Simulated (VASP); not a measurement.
Wanted: the native input for a VASP 6.6.1 run.

| Property | Result |
| --- | --- |
| Task | molecular dynamics |
| Functional | PBE |
| Potentials or basis | VASP PAW PBE potentials, release 64 (B, Si, O) |
| Cutoff | 520 eV |
| k mesh | 3 × 3 × 4 |
| Occupations | methfessel-paxton, width 0.15 eV |
| Spin | no spin polarisation |
| Dipole correction | no |
| Further INCAR settings | ALGO = Normal; EDIFF = 1e-05; ISYM = 0; IBRION = 0; POTIM = 1.0; NSW = 40 |

The structure of SiB2O3 lies in POSCAR:

```
SiB2O3
1.0
    5.3138840000     -0.7763340000     -0.2284490000
   -0.4246540000      5.0070280000     -0.4127190000
   -0.5515530000     -0.9468840000      4.1191830000
B Si O
4 2 6
Direct
    0.1856650000      0.3834020000      0.5832980000
    0.5478510000      0.5004790000      0.9284250000
    0.0948440000      0.5514260000      0.1925850000
    0.8242500000      0.3008690000      0.7337170000
    0.8716490000      0.8990970000      0.3369490000
    0.4592940000      0.9017090000      0.5541260000
    0.8384120000      0.9552470000      0.8555430000
    0.2497760000      0.0777480000      0.2278600000
    0.1753420000      0.0838100000      0.7979070000
    0.9854720000      0.6683680000      0.6661470000
    0.4846560000      0.4571800000      0.3621800000
    0.3169710000      0.7591930000      0.9514520000
```

The input as run:

INCAR

```
  ALGO = Normal
  ANDERSEN_PROB = 0.0
  EDIFF = 1E-5
  ENCUT = 520
  GGA = PE
  IBRION = 0
  ISIF = 2
  ISMEAR = 1
  ISYM = 0
  LASPH = True
  LCHARG = False
  LREAL = False
  LWAVE = False
  MDALGO = 1
  NELM = 100
  NELMIN = 4
  NSW = 40
  POTIM = 1.0
  PREC = Accurate
  RANDOM_SEED = 881307 0 0
  SIGMA = 0.15
  TEBEG = 100.0
  TEEND = 100.0
```

KPOINTS

```
k-points
0
Gamma
  3 3 4
```

Potentials or basis: VASP PAW PBE potentials, release 64 (B, Si, O).

Launch:

```bash
$ cat potpaw_PBE.64/B/POTCAR potpaw_PBE.64/Si/POTCAR potpaw_PBE.64/O/POTCAR > POTCAR
$ mpirun -np 1 vasp_std > vasp.out
```

It took 20 min on 1 thread of Intel(R) Xeon(R) Platinum 8375C CPU @ 2.90GHz (Ice Lake), on a shared host, peak memory 0.31 GiB.
